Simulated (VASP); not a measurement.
Ir:

```
CELL_PARAMETERS angstrom
0.00000 1.92696 1.92696
1.92696 0.00000 1.92696
1.92696 1.92696 0.00000
ATOMIC_POSITIONS crystal
Ir 0.00000 0.00000 0.00000
```

- Program: VASP 6.6.1
- Task: relaxation of cell and atoms
- Functional: PBEsol
- Potentials or basis: VASP PAW PBE potentials, release 64 (Ir)
- Cutoff: 500 eV
- k mesh: 18 × 18 × 18
- Occupations: gaussian, width 0.1 eV
- Spin: no spin polarisation

At the start: pressure -6.0 GPa; volume 14.31 Å³/atom.

Problem. How do energy, volume and symmetry change on relaxing?

Solution. Over 4 steps the energy falls by 4.3 meV/atom and the volume is 14.08 Å³/atom (-1.6 %); space group Fm-3m (No. 225, to 0.1 Å) before and after.

Step by step:
```csv
step,energy change (eV),largest force (eV/Å),pressure (GPa),volume (Å³)
1,0.0000,0.0000,-5.99,14.31
2,0.0671,0.0000,28.59,13.23
3,-0.0043,0.0000,-0.17,14.09
4,-0.0043,0.0000,-0.01,14.08
```

Final structure:
```
CELL_PARAMETERS angstrom
0.00000 1.91674 1.91674
1.91674 0.00000 1.91674
1.91674 1.91674 0.00000
ATOMIC_POSITIONS crystal
Ir 0.00000 0.00000 0.00000
```

Caveat: the PAW data sets were made with another functional, which shifts forces and pressure a little.
